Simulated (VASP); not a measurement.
Input of a VASP 6.6.1 run:

The input INCAR:

```
  PREC = Accurate
  ENCUT = 520
  EDIFF = 1E-7
  ISMEAR = -1
  SIGMA = 0.05
  LREAL = F
  LASPH = T
  NELM = 100
  ALGO = Normal
  ISIF = 2
  LWAVE = F
  LCHARG = F
  GGA = CA
  NBANDS = 28
```

Contents of KPOINTS:

```
Automatic mesh
0
Gamma
  7 7 7
```

The input POSCAR:

```
BaTiO3
1.0
    4.0118948090      0.0000000000      0.0000000000
    0.0000000000      2.8556879648      2.8639926021
    0.0000000000     -2.8556879648      2.8639926021
Ba Ti O
1 1 3
Direct
    0.0000000000      0.0000000000      0.0000000000
    0.5000000000      0.5124000000      0.5124000000
    0.5000000000      0.9918400000      0.5052400000
    0.5000000000      0.5052400000      0.9918400000
    0.0000000000      0.4874000000      0.4874000000
```

Potentials or basis: VASP PAW LDA potentials, release 64 (Ba_sv, Ti_sv, O).

Launch:

```bash
$ cat potpaw_LDA.64/Ba_sv/POTCAR potpaw_LDA.64/Ti_sv/POTCAR potpaw_LDA.64/O/POTCAR > POTCAR
$ mpirun -np 1 vasp_std > vasp.out
```

Task: Estimate the pressure.

Result: -9.6 GPa.

Task: Predict the band gap on the k mesh.

Result: 1.79 eV, indirect (least direct gap 1.94 eV).

Task: What does it give for the largest force?

Result: 0.361 eV/Å.

Forces in eV/Å, atoms in the order of the input:
```
Ba   0.000  0.000  0.158
Ti   0.000  0.000  0.295
O    0.000 -0.106 -0.345
O    0.000  0.106 -0.345
O    0.000  0.000  0.238
```

Caveat: spin-orbit coupling is left out, which moves the levels of the heavy elements. A k mesh can miss the band edges.
